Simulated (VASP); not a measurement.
# CdS (I4/mmm) in VASP: a series of runs

CdS is run at these levels: PBE; tasks: single point.

Program: VASP 6.6.1. These are calculated values, not measurements. Logs are shortened: lines on timing, memory, paths and dates and some standing lists are left out, and cuts for length are marked.

### Step 1. The cell of the first run

Symmetry: I4/mmm, No. 139, tetragonal system. The conventional cell has a = 3.469 Å, b = 3.469 Å, c = 6.937 Å, α = 90.00°, β = 90.00°, γ = 90.00°. Within 3.2 Å of Cd (site symmetry 4/mmm) lie 4 S at 2.45 Å. S (site symmetry 4/mmm) has 4 Cd at 2.45 Å within 3.2 Å.

### Step 2. Single point, PBE

The input, INCAR:

```
SYSTEM = CdS
ALGO = Normal ; EDIFF = 1E-7
ENCUT = 520 ; GGA = PE
ISIF = 2 ; ISMEAR = 0
LASPH = .True. ; LCHARG = .False.
LREAL = .False. ; LWAVE = .False.
NBANDS = 16 ; NELM = 60
PREC = Accurate ; SIGMA = 0.03
```

The input, KPOINTS:

```
k-points
0
Gamma
  12 12 12
  0 0 0
```

The input, POSCAR:

```
CdS
1.0
    0.0000000000      2.4529850328      3.4685208364
    2.4529850328      0.0000000000      3.4685208364
    2.4529850328      2.4529850328      0.0000000000
Cd S
1 1
Direct
    0.0000000000      0.0000000000      0.0000000000
    0.5000000000      0.5000000000      0.5000000000
```

Potentials or basis: VASP PAW PBE potentials, release 64 (Cd, S).

Run with:

```
cat potpaw_PBE.64/Cd/POTCAR potpaw_PBE.64/S/POTCAR > POTCAR
mpirun -np 1 vasp_std > vasp.out
```

OUTCAR:

```text
SYSTEM = CdS
   EDIFF = 1E-7
   ENCUT = 520
   GGA = PE
   ISIF = 2
   ISMEAR = 0
   LASPH = .True.
   LREAL = .False.
   NELM = 60
   PREC = Accurate

 ion  position               nearest neighbor table
   1  0.000  0.000  0.000-   2 2.45   2 2.45   2 2.45   2 2.45
   2  0.500  0.500  0.500-   1 2.45   1 2.45   1 2.45   1 2.45

  LATTYP: Found a body centered tetragonal cell.
 ALAT       =     3.4690447017
 C/A-ratio  =     1.9996979772

  Lattice vectors:

 A1 = (  -2.4529850328,   0.0000000000,   3.4685208364)
 A2 = (   2.4529850328,   0.0000000000,   3.4685208364)
 A3 = (   0.0000000000,   2.4529850328,  -3.4685208364)

Analysis of symmetry for initial positions (statically):
=====================================================================
 Subroutine PRICEL returns:
 Original cell was already a primitive cell.

 Routine SETGRP: Setting up the symmetry group for a
 body centered tetragonal supercell.

 Subroutine GETGRP returns: Found 16 space group operations
 (whereof 16 operations were pure point group operations)
 out of a pool of 16 trial point group operations.

The static configuration has the point symmetry D_4h.

Analysis of symmetry for dynamics (positions and initial velocities):
=====================================================================
 Subroutine PRICEL returns:
 Original cell was already a primitive cell.

 Routine SETGRP: Setting up the symmetry group for a
 body centered tetragonal supercell.

 Subroutine GETGRP returns: Found 16 space group operations
 (whereof 16 operations were pure point group operations)
 out of a pool of 16 trial point group operations.

The dynamic configuration has the point symmetry D_4h.

 Subroutine INISYM returns: Found 16 space group operations
 (whereof 16 operations are pure point group operations),
 and found     1 'primitive' translations

----------------------------------------------------------------------------------------

                                     Primitive cell

  volume of cell :      41.7411

  direct lattice vectors                    reciprocal lattice vectors
     0.000000000  2.452985033  3.468520836    -0.203833286  0.203833286  0.144153668
     2.452985033  0.000000000  3.468520836     0.203833286 -0.203833286  0.144153668
     2.452985033  2.452985033  0.000000000     0.203833286  0.203833286 -0.144153668

  length of vectors
     4.248266984  4.248266984  3.469044702     0.322298459  0.322298459  0.322298459

  position of ions in fractional coordinates (direct lattice)
     0.000000000  0.000000000  0.000000000
     0.500000000  0.500000000  0.500000000

  ion indices of the primitive-cell ions
   primitive index   ion index
                 1           1
                 2           2

----------------------------------------------------------------------------------------

 KPOINTS: k-points

Automatic generation of k-mesh.
 Grid dimensions read from file:
 generate k-points for:   12   12   12

 Generating k-lattice:

  Cartesian coordinates                     Fractional coordinates (reciprocal lattice)
    -0.016986107  0.016986107  0.012012806     0.083333333  0.000000000  0.000000000
     0.016986107 -0.016986107  0.012012806     0.000000000  0.083333333  0.000000000
     0.016986107  0.016986107 -0.012012806     0.000000000  0.000000000  0.083333333

  Length of vectors
     0.026858205  0.026858205  0.026858205

  Shift w.r.t. Gamma in fractional coordinates (k-lattice)
     0.000000000  0.000000000  0.000000000

 Subroutine IBZKPT returns following result:
 ===========================================

 Found    163 irreducible k-points:

 Following reciprocal coordinates:
            Coordinates               Weight
  0.000000  0.000000  0.000000      1.000000
  0.083333 -0.000000  0.000000      8.000000
  0.166667  0.000000  0.000000      8.000000
  0.250000  0.000000  0.000000      8.000000
  0.333333  0.000000  0.000000      8.000000
  0.416667 -0.000000  0.000000      8.000000
[... 16 lines left out ...]
  0.500000  0.166667  0.000000      8.000000
 -0.416667  0.166667  0.000000      8.000000
 [... further k-points ...]
   k-points           NKPTS =    163   k-points in BZ     NKDIM =    163   number of bands    NBANDS=     16
   number of dos      NEDOS =    301   number of ions     NIONS =      2
   total plane-waves  NPLWV =  28672
   dimension x,y,z NGX =    32 NGY =   32 NGZ =   28
   dimension x,y,z NGXF=    64 NGYF=   64 NGZF=   56
   ions per type =               1   1
   NGX,Y,Z   is equivalent  to a cutoff of  12.52, 12.52, 13.42 a.u.
   NGXF,Y,Z  is equivalent  to a cutoff of  25.04, 25.04, 26.84 a.u.
 SYSTEM =  CdS
   PREC   = accura    normal or accurate (medium, high low for compatibility)
   ISTART =      0    job   : 0-new  1-cont  2-samecut
   ICHARG =      2    charge: 1-file 2-atom 10-const
   ISPIN  =      1    spin polarized calculation?
   LNONCOLLINEAR =      F non collinear calculations
   LSORBIT =      F    spin-orbit coupling
   LASPH  =      T    aspherical Exc in radial PAW
   ENCUT  =  520.0 eV  38.22 Ry    6.18 a.u.   7.90  7.90  6.45*2*pi/ulx,y,z
   NELM   =     60;   NELMIN=  2; NELMDL= -5     # of ELM steps
   EDIFF  = 0.1E-06   stopping-criterion for ELM
   LREAL  =      F    real-space projection
   EDIFFG = 0.1E-05   stopping-criterion for IOM
   NSW    =      0    number of steps for IOM
   IBRION =     -1    ionic relax: 0-MD 1-quasi-New 2-CG
   NFREE  =      0    steps in history (QN), initial steepest desc. (CG)
   ISIF   =      2    stress and relaxation
   ISYM   =      2    0-nonsym 1-usesym 2-fastsym
   POTIM  = 0.5000    time-step for ionic-motion
   TEBEG  =    0.0;   TEEND  =   0.0 temperature during run
   PSTRESS=    0.0 pullay stress
   NELECT =      18.0000    total number of electrons
   NUPDOWN=      -1.0000    fix difference up-down
   EMIN   =  10.00;   EMAX   =-10.00  energy-range for DOS
   EFERMI =   0.00;   METHOD = LEGACY
   ISMEAR =     0;   SIGMA  =   0.03  broadening in eV -4-tet -1-fermi 0-gaus
   EFERMI_NEDOS =   21; number of points for ismear=-14 and -15
   IALGO  =     38    algorithm
   IMIX   =      4    mixing-type and parameters
     AMIX     =   0.40;   BMIX     =  1.00
     AMIX_MAG =   1.60;   BMIX_MAG =  1.00
  volume/ion in A,a.u.               =      20.87       140.84
  Fermi-wavevector in a.u.,A,eV,Ry     =   1.236833  2.337275 20.813583  1.529755
  Thomas-Fermi vector in A             =   2.371425
   LORBIT       =      0    0 simple, 1 ext, 2 COOP (PROOUT), +10 PAW based schemes
   GGA     = PE    functional components
   LHFCALC =     F    Hartree Fock is set to
   AEXX    =    0.0000 exact exchange contribution
   IVDW    =     0    specifies the selected vdW correction
   LEPSILON=     F    determine dielectric tensor
   LRPA    =     F    only Hartree local field effects (RPA)
 non-spin polarized calculation
 Gauss-broadening in eV      SIGMA  =   0.03
  energy-cutoff  :      520.00
  volume of cell :       41.74
 maximum number of plane-waves:      1158
   NGX = 15   NGY = 15   NGZ = 13

 number of electron      18.0000002 magnetization

 Free energy of the ion-electron system (eV)
  ---------------------------------------------------
  ext. energy  EPLUGINS =         0.00000000
  ---------------------------------------------------
  free energy    TOTEN  =        -5.14637540 eV

  energy without entropy =       -5.14609509  energy(sigma->0) =       -5.14623525

 E-fermi :   3.7058     XC(G=0): -10.1064

 val. band max:        3.6963709092   @ k =  -0.4167   0.0833   0.4167
 cond. band min:       3.7266225903   @ k =  -0.3333   0.0833   0.0000
 fundamental gap:      0.0302516811
 Fermi energy:         3.7057776007

 k-point     1 :       0.0000    0.0000    0.0000
  band No.  band energies     occupation
      1     -10.7117      2.00000
      2      -5.4466      2.00000
      3      -5.1584      2.00000
      4      -4.9177      2.00000
      5      -4.9177      2.00000
      6      -4.8870      2.00000
[... 8 lines left out ...]
     15      13.3504      0.00000
     16      14.9571      0.00000

 k-point     2 :       0.0833   -0.0000    0.0000
  band No.  band energies     occupation
      1     -10.6410      2.00000
      2      -5.4343      2.00000
      3      -5.2108      2.00000
      4      -4.9400      2.00000
      5      -4.9126      2.00000
      6      -4.8920      2.00000
[... 8 lines left out ...]
     15      13.4472      0.00000
     16      15.9059      0.00000

 k-point     3 :       0.1667    0.0000    0.0000
  band No.  band energies     occupation
      1     -10.4360      2.00000
      2      -5.4153      2.00000
      3      -5.3472      2.00000
      4      -5.0069      2.00000
      5      -4.8987      2.00000
      6      -4.8985      2.00000
[... 8 lines left out ...]
     15      14.0652      0.00000
     16      14.5684      0.00000

 k-point     4 :       0.2500    0.0000    0.0000
  band No.  band energies     occupation
      1     -10.1209      2.00000
      2      -5.5194      2.00000
      3      -5.4496      2.00000
      4      -5.0951      2.00000
      5      -4.8964      2.00000
      6      -4.8791      2.00000
[... 8 lines left out ...]
     15      14.2679      0.00000
     16      14.9728      0.00000
[... 324 lines left out ...]
 k-point    22 :       0.4167    0.1667    0.0000
  band No.  band energies     occupation
      1      -9.9867      2.00000
      2      -5.5181      2.00000
      3      -5.4601      2.00000
      4      -5.0946      2.00000
      5      -4.8495      2.00000
      6      -4.7639      2.00000
[... 8 lines left out ...]
     15      15.5645      0.00000
     16      16.2215      0.00000

 k-point    23 :       0.5000    0.1667    0.0000
  band No.  band energies     occupation
      1      -9.6353      2.00000
      2      -5.6776      2.00000
      3      -5.6070      2.00000
      4      -5.1741      2.00000
      5      -4.8382      2.00000
      6      -4.7868      2.00000
[... 8 lines left out ...]
     15      15.6774      0.00000
     16      15.9862      0.00000

 k-point    24 :      -0.4167    0.1667    0.0000
  band No.  band energies     occupation
      1      -9.3530      2.00000
      2      -5.8300      2.00000
      3      -5.7866      2.00000
      4      -5.2243      2.00000
      5      -4.8352      2.00000
      6      -4.7940      2.00000
[... 8 lines left out ...]
     15      15.4664      0.00000
     16      16.3104      0.00000

 [... further k-points ...]
[... 5 lines left out ...]
  --------------------------------------------------------------------------------------
  -------------------------------------------------------------------------------------
  Total        6.4895635      6.4895635     -0.6052444      0.0000000     -0.0000000      0.0000000
  in kB      249.0932566    249.0932566    -23.2315003      0.0000000     -0.0000000      0.0000000
  external PRESSURE =     158.3183376 kB  Pullay stress =       0.0000000 kB

 VOLUME and BASIS-vectors are now :
 -----------------------------------------------------------------------------
  energy-cutoff  :      520.00
  volume of cell :       41.74
      direct lattice vectors                 reciprocal lattice vectors
     0.000000000  2.452985033  3.468520836    -0.203833286  0.203833286  0.144153668
     2.452985033  0.000000000  3.468520836     0.203833286 -0.203833286  0.144153668
     2.452985033  2.452985033  0.000000000     0.203833286  0.203833286 -0.144153668

 POSITION                                       TOTAL-FORCE (eV/Angst)
 -----------------------------------------------------------------------------------
      0.00000      0.00000      0.00000        -0.000000      0.000000     -0.000000
      2.45299      2.45299      3.46852         0.000000     -0.000000      0.000000
 -----------------------------------------------------------------------------------
    total drift:                                0.000000     -0.000000     -0.000000

  FREE ENERGIE OF THE ION-ELECTRON SYSTEM (eV)
  ---------------------------------------------------
  free  energy   TOTEN  =        -5.1463753976 eV

  energy  without entropy=       -5.1460950949  energy(sigma->0) =       -5.14623525
```

It took 40 s on 1 thread of Intel Xeon 6975P-C (Granite Rapids), shared host; peak memory 0.25 GiB.

Results:

```
Free energy            : -5.1464 eV
Pressure               : 15.8 GPa
Band gap on the k mesh : zero (band 9 reaches 3.91 eV, above the bottom of band 10 at 3.02 eV)
```

Stress tensor (GPa, compression positive):
```
24.91  0.00  0.00
 0.00 24.91  0.00
 0.00  0.00 -2.32
```

### Step 3. Single point, PBE

This run uses another cell than the first one, of the same volume but with other edges.

The input, INCAR:

```
SYSTEM = CdS
PREC = Accurate ; ENCUT = 520
EDIFF = 1E-7 ; ISMEAR = 0
SIGMA = 0.03 ; LREAL = .False.
LASPH = .True. ; NELM = 100
ALGO = Normal ; ISIF = 2
LWAVE = .False. ; LCHARG = .True.
GGA = PE ; LELF = .True.
LVHAR = .True. ; NBANDS = 16
```

The input, KPOINTS:

```
regular mesh
0
Gamma
  12 12 12
  0 0 0
```

The input, POSCAR:

```
CdS
1.0
    0.0000000000      2.9065093623      2.4705329580
    2.9065093623      0.0000000000      2.4705329580
    2.9065093623      2.9065093623      0.0000000000
Cd S
1 1
Direct
    0.0000000000      0.0000000000      0.0000000000
    0.5000000000      0.5000000000      0.5000000000
```

Potentials or basis: VASP PAW PBE potentials, release 64 (Cd, S).

Run with:

```
cat potpaw_PBE.64/Cd/POTCAR potpaw_PBE.64/S/POTCAR > POTCAR
mpirun -np 1 vasp_std > vasp.out
```

It took 45 s on 1 thread of Intel Xeon 6975P-C (Granite Rapids), shared host; peak memory 0.24 GiB.

It converged, with:

| Property | Result |
| --- | --- |
| Free energy | -5.6828 eV |
| Pressure | 4.0 GPa |
| Band gap on the k mesh | zero (band 9 reaches 2.98 eV, above the bottom of band 10 at 2.80 eV) |

Stress tensor (GPa, compression positive):
```
-1.22  0.00  0.00
 0.00 -1.22  0.00
 0.00  0.00 14.38
```

Levels at points of the mesh, in eV from the Fermi level:
```csv
k point,band 6,band 7,band 8,band 9,band 10,band 11,band 12,band 13
"(0.00, 0.00, 0.00)",-7.82,-1.75,-0.73,-0.73,0.78,8.89,8.89,9.65
"(0.50, 0.00, 0.00)",-7.71,-5.00,-0.59,-0.01,3.07,4.90,6.92,6.92
"(0.50, 0.50, 0.00)",-6.69,-4.45,-2.70,-2.70,-0.20,5.25,10.28,10.28
"(0.50, 0.00, 0.50)",-7.01,-4.41,-2.92,-1.48,0.40,6.28,8.89,9.42
```
